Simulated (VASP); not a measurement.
Set up this calculation in VASP 6.6.1, as the native input.

| Property | Result |
| --- | --- |
| Task | single point |
| Functional | LDA |
| Potentials or basis | VASP PAW LDA potentials, release 64 (Hf_pv, O) |
| Cutoff | 520 eV |
| k mesh | 6 × 6 × 8 |
| Occupations | gaussian, width 0.05 eV |
| Spin | no spin polarisation |
| Dipole correction | no |
| Further INCAR settings | ALGO = Normal; EDIFF = 1e-07; NBANDS = 31 |

The structure of HfO2 lies in POSCAR:

```
HfO2
1.0
    4.6289873800     -0.0367774965     -0.1444525196
   -0.0367774965      4.8003700744     -0.1233303487
   -0.0961934473     -0.0821278261      3.1893573088
Hf O
2 4
Direct
   -0.0013470215      0.0181560117      0.0207116977
    0.5173884387      0.4902208981      0.4812382160
    0.1817742806      0.7792339114      0.5327576514
    0.2714544224      0.2957286449      0.0490074498
    0.7209405654      0.7161042097     -0.0806559210
    0.8097893144      0.2005563242      0.4969409061
```

This cell differs from its parent crystal: atoms moved at random and the cell strained at random.

These files were run (other wordings do the same):

INCAR

```
ALGO = Normal
EDIFF = 1E-7
ENCUT = 520
GGA = CA
ISIF = 2
ISMEAR = 0
LASPH = T
LCHARG = F
LREAL = F
LWAVE = F
NBANDS = 31
NELM = 100
PREC = Accurate
SIGMA = 0.05
```

KPOINTS

```
k-points
0
Gamma
  6 6 8
```

Potentials or basis: VASP PAW LDA potentials, release 64 (Hf_pv, O).

Run with:

```sh
$ cat potpaw_LDA.64/Hf_pv/POTCAR potpaw_LDA.64/O/POTCAR > POTCAR
$ mpirun -np 1 vasp_std > vasp.out
```

Results of the run:

- Pressure: 18.5 GPa
- Largest force: 5.902 eV/Å
- Band gap on the k mesh: 3.00 eV

Caveat: the cell differs from its parent crystal (atoms moved at random and the cell strained at random); the stress differs along the axes, from 9 to 25 GPa; spin-orbit coupling is left out, which moves the levels of the heavy elements; forces of over 1 eV/Å act on the atoms, so gaps and moduli don't describe the material at rest.

It took 8.2 min on 1 thread of Oxide Virtual Turin-like Processor (shared host), peak memory 0.31 GiB.
